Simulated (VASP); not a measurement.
## Mg: single point with r2SCAN

Crystal: Mg.

```
Mg
1.0
    -1.77846    1.77846    1.77846
     1.77846   -1.77846    1.77846
     1.77846    1.77846   -1.77846
Mg
1
Direct
  0.00000 0.00000 0.00000
```

This isn't the form of Mg at room conditions, which is hcp.

```json
{"Program": "VASP 6.6.1", "Task": "single point", "Functional": "r2SCAN", "Potentials or basis": "VASP PAW PBE potentials, release 64 (Mg)", "Cutoff": "520 eV", "k mesh": "6 × 6 × 6", "Occupations": "fermi-dirac, width 0.1 eV", "Spin": "no spin polarisation", "Dipole correction": "no", "Further INCAR settings": "ALGO = Normal; EDIFF = 1e-06; NBANDS = 7"}
```

* Pressure: -0.1 GPa
* Band gap on the k mesh: zero (bands 1 and 2 overlap by 5.02 eV)

Levels at points of the mesh, in eV from the Fermi level:
| k point | band 1 | band 2 | band 3 | band 4 | band 5 |
| --- | --- | --- | --- | --- | --- |
| (0.00, 0.00, 0.00) | -7.59 | 13.95 | 13.95 | 13.95 | 16.13 |
| (0.50, 0.00, 0.00) | -1.80 | -0.95 | 9.15 | 10.15 | 10.96 |
| (0.50, 0.50, 0.50) | 4.07 | 4.07 | 4.10 | 4.10 | 4.10 |

Wall time 5.6 s on 1 thread of Intel(R) Xeon(R) 6975P-C (Granite Rapids), on a shared host, peak memory 0.13 GiB.

Caveat: the k points lie up to 0.42 Å⁻¹ apart, too coarse for converged energies and pressures of a metal; the PAW data sets were made with another functional, which shifts forces and pressure a little.
